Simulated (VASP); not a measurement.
Here is a VASP 6.6.1 calculation.

The input INCAR:

```
PREC     = Accurate       # precision mode
ENCUT    = 600            # plane-wave cutoff, eV
EDIFF    = 1E-6           # SCF threshold, eV
ISMEAR   = 0              # smearing method
SIGMA    = 0.1            # smearing width, eV
LREAL    = F              # projectors in reciprocal space
LASPH    = T              # aspherical terms in the spheres
NELM     = 80             # most SCF steps
ALGO     = Normal         # electronic algorithm
ISIF     = 3              # what is computed and relaxed
LWAVE    = F              # write WAVECAR
LCHARG   = F              # write CHGCAR
GGA      = PE             # functional
IBRION   = 2              # ionic algorithm
NSW      = 100            # ionic steps
EDIFFG   = -0.01          # ionic threshold
```

Contents of KPOINTS:

```
regular mesh
0
Gamma
  22 22 22
```

POSCAR

```
Zr
1.0
    0.0000000000      2.2628317202      2.2628317202
    2.2628317202      0.0000000000      2.2628317202
    2.2628317202      2.2628317202      0.0000000000
Zr
1
Direct
    0.0000000000      0.0000000000      0.0000000000
```

Potentials or basis: VASP PAW PBE potentials, release 64 (Zr_sv).

Launch:

```sh
$ cat potpaw_PBE.64/Zr_sv/POTCAR > POTCAR
$ mpirun -np 1 vasp_std > vasp.out
```

(1) Predict the relaxed volume.

(2) Estimate the relaxed cell.

(3) What does it give for the space group after relaxing (to 0.1 Å)?

## Answers

(1) 23.20 Å³/atom.

(2) a = 3.201 Å, b = 3.201 Å, c = 3.201 Å, α = 60.00°, β = 60.00°, γ = 60.00°.

(3) Fm-3m (No. 225).
